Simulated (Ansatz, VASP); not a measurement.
Two plane-wave programs on Sr

INCAR

```
PREC = Accurate
ENCUT = 600
EDIFF = 1E-7
ISMEAR = 0
SIGMA = 0.1
LREAL = False
LASPH = True
NELM = 60
ALGO = Normal
ISIF = 3
LWAVE = False
LCHARG = False
GGA = PE
IBRION = 2
NSW = 100
EDIFFG = -0.002
```

File KPOINTS:

```
regular mesh
0
Gamma
  12 12 12
```

Contents of POSCAR:

```
Sr
1.0
    0.0000000000      3.0336031300      3.0336031300
    3.0336031300      0.0000000000      3.0336031300
    3.0336031300      3.0336031300      0.0000000000
Sr
1
Direct
    0.0000000000      0.0000000000      0.0000000000
```

Input for Ansatz:

```yaml
crystal:
  lattice:
    - [0.0, 3.03360313, 3.03360313]
    - [3.03360313, 0.0, 3.03360313]
    - [3.03360313, 3.03360313, 0.0]
  atoms:
    - { symbol: Sr, position: [0.0, 0.0, 0.0] }
basis:
  ecutwfc: 420
kpoints:
  mp_grid: { grid: [12, 12, 12] }
hamiltonian:
  xc: pbe
  pseudopotentials: { kind: paw, azcp: { folder: soft_1 } }
scf:
  occupations: { method: gaussian, width: 0.1 }
output:
  forces: true
  stress: true
  eigenvalues: true
relax:
  adjacent_minimum: "off"
  f_tol: 0.002
  max_steps: 80
  cell: { stress_tol: 0.02 }
```

Alike in both runs: task relaxation of cell and atoms; functional PBE; k mesh 12 × 12 × 12; occupations gaussian, width 0.1 eV; no spin polarisation.

|  | VASP | Ansatz |
| --- | --- | --- |
| version | VASP 6.6.1 | Ansatz 0.2.0 |
| potentials or method | VASP PAW PBE potentials, release 64 (Sr_sv), cutoff 600 eV | scalar-relativistic, plane waves, PAW |
| valence electrons in the cell | 10 | 10 |

|  | VASP | Ansatz | Ansatz less VASP |
| --- | --- | --- | --- |
| gap on the k mesh at the Fermi level, each at its own relaxed structure (eV) | none | none | - |
| relaxed volume (Å³/atom) | 54.80 | 54.71 | -0.090 |
| relaxed length of the cell vector where the two differ most in proportion (Å) | 4.264 | 4.261 | -0.0023 |

A gap of «none» marks a metal or a gap that the smearing closes.
